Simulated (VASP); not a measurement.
Set up this calculation in VASP 6.6.1, as the native input.

```yaml
Task: single point
Functional: r2SCAN
Potentials_or_basis: VASP PAW PBE potentials, release 64 (B_h, N_h)
Cutoff: 1460 eV
k_mesh: 9 × 9 × 6
Occupations: gaussian, width 0.01 eV
Spin: no spin polarisation
Dipole_correction: no
Further_INCAR_settings: ALGO = Normal; EDIFF = 1e-06; NBANDS = 16
```

Crystal: BN.

```
B N
1.0
     2.56914    0.00000    0.00000
    -1.28457    2.22494    0.00000
     0.00000    0.00000    4.24948
B N
2 2
Cartesian
  1.2846 0.7416 0.0009
  0.0000 1.4833 2.1256
  1.2846 0.7416 1.5927
  0.0000 1.4833 3.7174
```

One way to write it, as run:

POSCAR

```
BN
1.0
    2.5691385665      0.0000000000      0.0000000000
   -1.2845692832      2.2249392645      0.0000000000
    0.0000000000      0.0000000000      4.2494810440
B N
2 2
Direct
    0.6666666667      0.3333333333      0.0002035746
    0.3333333333      0.6666666667      0.5002035746
    0.6666666667      0.3333333333      0.3747964254
    0.3333333333      0.6666666667      0.8747964254
```

INCAR.step1

```
SYSTEM = BN
ALGO = Normal
EDIFF = 1E-5
ENCUT = 1460
GGA = PE
GGA_COMPAT = .FALSE.
ISMEAR = 0
LASPH = .TRUE.
LCHARG = .FALSE.
LREAL = .FALSE.
LWAVE = .TRUE.
NBANDS = 16
NELM = 120
PREC = Accurate
SIGMA = 0.01
```

INCAR.step2

```
SYSTEM = BN
ALGO = Normal
EDIFF = 1E-6
ENCUT = 1460
GGA_COMPAT = .FALSE.
ISIF = 2
ISMEAR = 0
ISTART = 1
LASPH = .TRUE.
LCHARG = .TRUE.
LELF = .TRUE.
LMIXTAU = .TRUE.
LREAL = .FALSE.
LVHAR = .TRUE.
LWAVE = .FALSE.
METAGGA = R2SCAN
NBANDS = 16
NELM = 120
PREC = Accurate
SIGMA = 0.01
```

KPOINTS

```
k-points
0
G
  9 9 6
  0 0 0
```

Potentials or basis: VASP PAW PBE potentials, release 64 (B_h, N_h).

Run with:

```console
$ cat potpaw_PBE.64/B_h/POTCAR potpaw_PBE.64/N_h/POTCAR > POTCAR
$ cp INCAR.step1 INCAR
$ mpirun -np 1 vasp_std > vasp.out
$ cp INCAR.step2 INCAR
$ mpirun -np 1 vasp_std > vasp.out
```

Results of the run:

```
Pressure               : -11.4 GPa
Largest force          : 0.022 eV/Å
Band gap on the k mesh : 5.77 eV (least direct gap 8.83 eV)
```

Caveat: the cell stands under tension; the PAW data sets were made with another functional, which shifts forces and pressure a little.

Wall time 2.4 min on 1 thread of Intel(R) Xeon(R) Platinum 8375C CPU @ 2.90GHz (Ice Lake) (shared host), peak memory 0.27 GiB.
